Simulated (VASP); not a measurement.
CdSe, 2 atoms in the cell. Symmetry: Fm-3m, No. 225, cubic system. The conventional cell has a = 5.748 Å, b = 5.748 Å, c = 5.748 Å, α = 90.00°, β = 90.00°, γ = 90.00°. Cd (site symmetry m-3m) has 6 Se at 2.87 Å within 3.8 Å. Within 3.8 Å of Se (site symmetry m-3m) lie 6 Cd at 2.87 Å. 

- Program: VASP 6.6.1
- Task: single point
- Functional: PBE
- Dispersion: D3(BJ)
- Potentials or basis: VASP PAW PBE potentials, release 64 (Cd, Se)
- Cutoff: 520 eV
- k mesh: 1 × 2 × 2, shifted
- Occupations: gaussian, width 0.1 eV
- Spin: collinear spin, ferromagnetic start
- Starting moments: [0.0, 0.1] μB
- Dipole correction: no
- Further INCAR settings: ALGO = Normal; EDIFF = 1e-07; NBANDS = 20; ISYM = 0

Potentials or basis: VASP PAW PBE potentials, release 64 (Cd, Se).

Launch:

```bash
$ cat potpaw_PBE.64/Cd/POTCAR potpaw_PBE.64/Se/POTCAR > POTCAR
$ mpirun -np 1 vasp_std > vasp.out
```

Hardware: 1 thread of Intel Xeon 6975P-C (shared host).

Q: Estimate the wall time of this run.

A: Run time: 8.8 s on 1 thread of Intel Xeon 6975P-C (shared host), peak memory 0.19 GiB. Counts: scf iterations 14, k points 2.
